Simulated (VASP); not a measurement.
# ZrN (Fm-3m) in VASP: single point with LDA

Aim: the single point of ZrN with LDA.

Program: VASP 6.6.1. These are calculated values, not measurements. Logs are shortened: lines on timing, memory, paths and dates and some standing lists are left out, and cuts for length are marked.

## (1) The cell of the first run

The structure is cubic, space group Fm-3m (No. 225). Conventional cell: a = 4.600 Å, b = 4.600 Å, c = 4.600 Å, α = 90.00°, β = 90.00°, γ = 90.00°. Zr (site symmetry m-3m) has 6 N at 2.30 Å within 3.0 Å. Within 3.0 Å of N (site symmetry m-3m) lie 6 Zr at 2.30 Å.

## (2) Single point, LDA

The input, INCAR:

```
  PREC = Accurate
  ENCUT = 600
  EDIFF = 1E-6
  ISMEAR = -1
  SIGMA = 0.3
  LREAL = False
  LASPH = True
  NELM = 120
  ALGO = Normal
  ISIF = 2
  LWAVE = False
  LCHARG = True
  LELF = True
  LVHAR = True
  NBANDS = 82
  GGA_COMPAT = False
```

The input, KPOINTS:

```
regular mesh
0
Gamma
  2 2 2
```

The input, POSCAR:

```
ZrN
1.0
    0.0000000000      4.6000000000      4.6000000000
    4.6000000000      0.0000000000      4.6000000000
    4.6000000000      4.6000000000      0.0000000000
Zr N
8 8
Direct
    0.2500000000      0.2500000000      0.2500000000
    0.2500000000      0.2500000000      0.7500000000
    0.2500000000      0.7500000000      0.2500000000
    0.2500000000      0.7500000000      0.7500000000
    0.7500000000      0.2500000000      0.2500000000
    0.7500000000      0.2500000000      0.7500000000
    0.7500000000      0.7500000000      0.2500000000
    0.7500000000      0.7500000000      0.7500000000
    0.0000000000      0.0000000000      0.0000000000
    0.0000000000      0.0000000000      0.5000000000
    0.0000000000      0.5000000000      0.0000000000
    0.0000000000      0.5000000000      0.5000000000
    0.5000000000      0.0000000000      0.0000000000
    0.5000000000      0.0000000000      0.5000000000
    0.5000000000      0.5000000000      0.0000000000
    0.5000000000      0.5000000000      0.5000000000
```

Potentials or basis: VASP PAW LDA potentials, release 64 (Zr_sv, N).

Launch:

```bash
$ cat potpaw_LDA.64/Zr_sv/POTCAR potpaw_LDA.64/N/POTCAR > POTCAR
$ mpirun -np 1 vasp_std > vasp.out
```

OUTCAR:

```text
PREC = Accurate
   ENCUT = 600
   EDIFF = 1E-6
   ISMEAR = -1
   LREAL = False
   LASPH = True
   NELM = 120
   ISIF = 2

 ion  position               nearest neighbor table
   1  0.250  0.250  0.250-  10 2.30  11 2.30  12 2.30  13 2.30  14 2.30  15 2.30   2 3.25   3 3.25
                             5 3.25   2 3.25   4 3.25   6 3.25   3 3.25   4 3.25   7 3.25   5 3.25
   2  0.250  0.250  0.750-   9 2.30  11 2.30  12 2.30  13 2.30  14 2.30  16 2.30   1 3.25   4 3.25
                             6 3.25   1 3.25   3 3.25   5 3.25   3 3.25   4 3.25   8 3.25   5 3.25
   3  0.250  0.750  0.250-   9 2.30  10 2.30  12 2.30  13 2.30  15 2.30  16 2.30   1 3.25   4 3.25
                             7 3.25   2 3.25   4 3.25   8 3.25   1 3.25   2 3.25   5 3.25   5 3.25
   4  0.250  0.750  0.750-   9 2.30  10 2.30  11 2.30  14 2.30  15 2.30  16 2.30   2 3.25   3 3.25
                             8 3.25   1 3.25   3 3.25   7 3.25   1 3.25   2 3.25   6 3.25   6 3.25
   5  0.750  0.250  0.250-   9 2.30  10 2.30  11 2.30  14 2.30  15 2.30  16 2.30   1 3.25   6 3.25
                             7 3.25   2 3.25   6 3.25   8 3.25   3 3.25   7 3.25   8 3.25   1 3.25
   6  0.750  0.250  0.750-   9 2.30  10 2.30  12 2.30  13 2.30  15 2.30  16 2.30   2 3.25   5 3.25
                             8 3.25   1 3.25   5 3.25   7 3.25   4 3.25   7 3.25   8 3.25   1 3.25
   7  0.750  0.750  0.250-   9 2.30  11 2.30  12 2.30  13 2.30  14 2.30  16 2.30   3 3.25   5 3.25
                             8 3.25   4 3.25   6 3.25   8 3.25   1 3.25   5 3.25   6 3.25   1 3.25
   8  0.750  0.750  0.750-  10 2.30  11 2.30  12 2.30  13 2.30  14 2.30  15 2.30   4 3.25   6 3.25
                             7 3.25   3 3.25   5 3.25   7 3.25   2 3.25   5 3.25   6 3.25   2 3.25
   9  0.000  0.000  0.000-   2 2.30   3 2.30   4 2.30   5 2.30   6 2.30   7 2.30
  10  0.000  0.000  0.500-   1 2.30   3 2.30   4 2.30   5 2.30   6 2.30   8 2.30
  11  0.000  0.500  0.000-   1 2.30   2 2.30   4 2.30   5 2.30   7 2.30   8 2.30
  12  0.000  0.500  0.500-   1 2.30   2 2.30   3 2.30   6 2.30   7 2.30   8 2.30
  13  0.500  0.000  0.000-   1 2.30   2 2.30   3 2.30   6 2.30   7 2.30   8 2.30
  14  0.500  0.000  0.500-   1 2.30   2 2.30   4 2.30   5 2.30   7 2.30   8 2.30
  15  0.500  0.500  0.000-   1 2.30   3 2.30   4 2.30   5 2.30   6 2.30   8 2.30
  16  0.500  0.500  0.500-   2 2.30   3 2.30   4 2.30   5 2.30   6 2.30   7 2.30

  LATTYP: Found a face centered cubic cell.
 ALAT       =     9.2000000000

  Lattice vectors:

 A1 = (   0.0000000000,   4.6000000000,   4.6000000000)
 A2 = (   4.6000000000,   0.0000000000,   4.6000000000)
 A3 = (   4.6000000000,   4.6000000000,   0.0000000000)

Analysis of symmetry for initial positions (statically):
=====================================================================
 Subroutine PRICEL returns following result:

  LATTYP: Found a face centered cubic cell.
 ALAT       =     4.6000000000

  Lattice vectors:

 A1 = (   0.0000000000,   2.3000000000,   2.3000000000)
 A2 = (   2.3000000000,   0.0000000000,   2.3000000000)
 A3 = (   2.3000000000,   2.3000000000,   0.0000000000)

   8 primitive cells build up your supercell.

 Routine SETGRP: Setting up the symmetry group for a
 face centered cubic supercell.

 Subroutine GETGRP returns: Found 48 space group operations
 (whereof 48 operations were pure point group operations)
 out of a pool of 48 trial point group operations.

The static configuration has the point symmetry O_h .

Analysis of symmetry for dynamics (positions and initial velocities):
=====================================================================
 Subroutine PRICEL returns following result:

  LATTYP: Found a face centered cubic cell.
 ALAT       =     4.6000000000

  Lattice vectors:

 A1 = (   0.0000000000,   2.3000000000,   2.3000000000)
 A2 = (   2.3000000000,   0.0000000000,   2.3000000000)
 A3 = (   2.3000000000,   2.3000000000,   0.0000000000)

   8 primitive cells build up your supercell.

 Routine SETGRP: Setting up the symmetry group for a
 face centered cubic supercell.

 Subroutine GETGRP returns: Found 48 space group operations
 (whereof 48 operations were pure point group operations)
 out of a pool of 48 trial point group operations.

The dynamic configuration has the point symmetry O_h .

 Subroutine INISYM returns: Found 48 space group operations
 (whereof 48 operations are pure point group operations),
 and found     8 'primitive' translations

----------------------------------------------------------------------------------------

                                     Primitive cell

  volume of cell :      24.3340

  direct lattice vectors                    reciprocal lattice vectors
     0.000000000  2.300000000  2.300000000    -0.217391304  0.217391304  0.217391304
     2.300000000  0.000000000  2.300000000     0.217391304 -0.217391304  0.217391304
     2.300000000  2.300000000  0.000000000     0.217391304  0.217391304 -0.217391304

  length of vectors
     3.252691193  3.252691193  3.252691193     0.376532784  0.376532784  0.376532784

  position of ions in fractional coordinates (direct lattice)
     0.500000000  0.500000000  0.500000000
     0.000000000  0.000000000  0.000000000

  ion indices of the primitive-cell ions
   primitive index   ion index
                 1           1
                 2           9

----------------------------------------------------------------------------------------

 KPOINTS: regular mesh

Automatic generation of k-mesh.
 Grid dimensions read from file:
 generate k-points for:    2    2    2

 Generating k-lattice:

  Cartesian coordinates                     Fractional coordinates (reciprocal lattice)
    -0.054347826  0.054347826  0.054347826     0.500000000  0.000000000  0.000000000
     0.054347826 -0.054347826  0.054347826     0.000000000  0.500000000  0.000000000
     0.054347826  0.054347826 -0.054347826     0.000000000  0.000000000  0.500000000

  Length of vectors
     0.094133196  0.094133196  0.094133196

  Shift w.r.t. Gamma in fractional coordinates (k-lattice)
     0.000000000  0.000000000  0.000000000

 Subroutine IBZKPT returns following result:
 ===========================================

 Found      3 irreducible k-points:

 Following reciprocal coordinates:
            Coordinates               Weight
  0.000000  0.000000  0.000000      1.000000
  0.500000  0.000000  0.000000      4.000000
  0.500000  0.500000  0.000000      3.000000
   k-points           NKPTS =      3   k-points in BZ     NKDIM =      3   number of bands    NBANDS=     82
   number of dos      NEDOS =    301   number of ions     NIONS =     16
   total plane-waves  NPLWV = 157464
   dimension x,y,z NGX =    54 NGY =   54 NGZ =   54
   dimension x,y,z NGXF=   108 NGYF=  108 NGZF=  108
   ions per type =               8   8
   NGX,Y,Z   is equivalent  to a cutoff of  13.80, 13.80, 13.80 a.u.
   NGXF,Y,Z  is equivalent  to a cutoff of  27.60, 27.60, 27.60 a.u.
 SYSTEM =  unknown system
   PREC   = accura    normal or accurate (medium, high low for compatibility)
   ISTART =      0    job   : 0-new  1-cont  2-samecut
   ICHARG =      2    charge: 1-file 2-atom 10-const
   ISPIN  =      1    spin polarized calculation?
   LNONCOLLINEAR =      F non collinear calculations
   LSORBIT =      F    spin-orbit coupling
   LASPH  =      T    aspherical Exc in radial PAW
   ENCUT  =  600.0 eV  44.10 Ry    6.64 a.u.  12.99 12.99 12.99*2*pi/ulx,y,z
   NELM   =    120;   NELMIN=  2; NELMDL= -5     # of ELM steps
   EDIFF  = 0.1E-05   stopping-criterion for ELM
   LREAL  =      F    real-space projection
   EDIFFG = 0.1E-04   stopping-criterion for IOM
   NSW    =      0    number of steps for IOM
   IBRION =     -1    ionic relax: 0-MD 1-quasi-New 2-CG
   NFREE  =      0    steps in history (QN), initial steepest desc. (CG)
   ISIF   =      2    stress and relaxation
   ISYM   =      2    0-nonsym 1-usesym 2-fastsym
   POTIM  = 0.5000    time-step for ionic-motion
   TEBEG  =    0.0;   TEEND  =   0.0 temperature during run
   PSTRESS=    0.0 pullay stress
   NELECT =     136.0000    total number of electrons
   NUPDOWN=      -1.0000    fix difference up-down
   EMIN   =  10.00;   EMAX   =-10.00  energy-range for DOS
   EFERMI =   0.00;   METHOD = LEGACY
   ISMEAR =    -1;   SIGMA  =   0.30  broadening in eV -4-tet -1-fermi 0-gaus
   EFERMI_NEDOS =   21; number of points for ismear=-14 and -15
   IALGO  =     38    algorithm
   IMIX   =      4    mixing-type and parameters
     AMIX     =   0.40;   BMIX     =  1.00
     AMIX_MAG =   1.60;   BMIX_MAG =  1.00
  volume/ion in A,a.u.               =      12.17        82.11
  Fermi-wavevector in a.u.,A,eV,Ry     =   1.452624  2.745062 28.709889  2.110117
  Thomas-Fermi vector in A             =   2.569985
   LORBIT       =      0    0 simple, 1 ext, 2 COOP (PROOUT), +10 PAW based schemes
   GGA     = CA    functional components
   LHFCALC =     F    Hartree Fock is set to
   AEXX    =    0.0000 exact exchange contribution
   IVDW    =     0    specifies the selected vdW correction
   LEPSILON=     F    determine dielectric tensor
   LRPA    =     F    only Hartree local field effects (RPA)
 non-spin polarized calculation
  energy-cutoff  :      600.00
  volume of cell :      194.67
 maximum number of plane-waves:      6478
 NGX is ok and might be reduce to    54
   NGX = 25   NGY = 25   NGZ = 25

 number of electron     136.0000003 magnetization

 Free energy of the ion-electron system (eV)
  ---------------------------------------------------
  ext. energy  EPLUGINS =         0.00000000
  ---------------------------------------------------
  free energy    TOTEN  =      -179.71508918 eV

  energy without entropy =     -178.28559433  energy(sigma->0) =     -179.00034176

 E-fermi :  11.4874     XC(G=0): -12.7309

 val. band max:       11.1762939772   @ k =   0.0000   0.0000   0.0000
 cond. band min:      12.2205003408   @ k =   0.5000   0.0000   0.0000
 fundamental gap:      1.0442063636
 Fermi energy:        11.4873767354

 k-point     1 :       0.0000    0.0000    0.0000
  band No.  band energies     occupation
      1     -37.6900      2.00000
      2     -37.5503      2.00000
      3     -37.5503      2.00000
      4     -37.5503      2.00000
      5     -37.5503      2.00000
      6     -37.5057      2.00000
[... 72 lines left out ...]
     79      14.6408      0.00005
     80      14.6409      0.00005

 k-point     2 :       0.5000    0.0000    0.0000
  band No.  band energies     occupation
      1     -37.6207      2.00000
      2     -37.6207      2.00000
      3     -37.5281      2.00000
      4     -37.5281      2.00000
      5     -37.5281      2.00000
      6     -37.5281      2.00000
[... 72 lines left out ...]
     79      15.0746      0.00001
     80      15.0748      0.00001

 k-point     3 :       0.5000    0.5000    0.0000
  band No.  band energies     occupation
      1     -37.5981      2.00000
      2     -37.5981      2.00000
      3     -37.5511      2.00000
      4     -37.5511      2.00000
      5     -37.5511      2.00000
      6     -37.5511      2.00000
[... 72 lines left out ...]
     79      13.9337      0.00057
     80      13.9349      0.00057
 [bands above 80 left out]

------------------------ aborting loop because EDIFF is reached ----------------------------------------

  FORCE on cell =-STRESS in cart. coord.  units (eV):
  Direction    XX          YY          ZZ          XY          YZ          ZX
  --------------------------------------------------------------------------------------
  -------------------------------------------------------------------------------------
  Total      -13.6441400    -13.6441400    -13.6441400      0.0000000      0.0000000      0.0000000
  in kB     -112.2931488   -112.2931488   -112.2931488      0.0000000      0.0000000      0.0000000
  external PRESSURE =    -112.2931488 kB  Pullay stress =       0.0000000 kB

 VOLUME and BASIS-vectors are now :
 -----------------------------------------------------------------------------
  energy-cutoff  :      600.00
  volume of cell :      194.67
      direct lattice vectors                 reciprocal lattice vectors
     0.000000000  4.600000000  4.600000000    -0.108695652  0.108695652  0.108695652
     4.600000000  0.000000000  4.600000000     0.108695652 -0.108695652  0.108695652
     4.600000000  4.600000000  0.000000000     0.108695652  0.108695652 -0.108695652

 POSITION                                       TOTAL-FORCE (eV/Angst)
 -----------------------------------------------------------------------------------
      2.30000      2.30000      2.30000        -0.000000      0.000000     -0.000000
      4.60000      4.60000      2.30000        -0.000000     -0.000000     -0.000000
      4.60000      2.30000      4.60000        -0.000000      0.000000     -0.000000
      6.90000      4.60000      4.60000        -0.000000     -0.000000      0.000000
      2.30000      4.60000      4.60000         0.000000      0.000000     -0.000000
      4.60000      6.90000      4.60000         0.000000     -0.000000      0.000000
[... 8 lines left out ...]
      2.30000      2.30000      4.60000        -0.000000      0.000000     -0.000000
      4.60000      4.60000      4.60000        -0.000000      0.000000      0.000000
 -----------------------------------------------------------------------------------
    total drift:                               -0.000000     -0.000000      0.000000

  FREE ENERGIE OF THE ION-ELECTRON SYSTEM (eV)
  ---------------------------------------------------
  free  energy   TOTEN  =      -179.7150891812 eV

  energy  without entropy=     -178.2855943312  energy(sigma->0) =     -179.00034176
```

It took 2.8 min on 1 thread of Intel Xeon 8259CL, shared host; peak memory 0.31 GiB.

What came out:

```
Free energy            : -179.7151 eV
Pressure               : -11.2 GPa
Band gap on the k mesh : zero (bands 68 and 69 overlap by 1.55 eV)
```

Levels at points of the mesh, in eV from the Fermi level:
```csv
k point,band 67,band 68,band 69,band 70,band 71,band 72,band 73,band 74
"(0.00, 0.00, 0.00)",-2.51,-0.31,-0.31,-0.31,1.65,1.65,3.01,3.09
"(0.50, 0.00, 0.00)",-0.44,-0.44,-0.44,-0.44,0.73,0.73,1.16,1.16
"(0.50, 0.50, 0.00)",1.12,1.12,1.12,1.12,1.74,1.74,1.74,1.74
```

Caveat: the k points lie up to 0.59 Å⁻¹ apart, too coarse for converged energies and pressures of a metal; so wide a smearing shifts energies and pressures.

The gap in the log of VASP goes by the Fermi energy; the results here count the filled bands.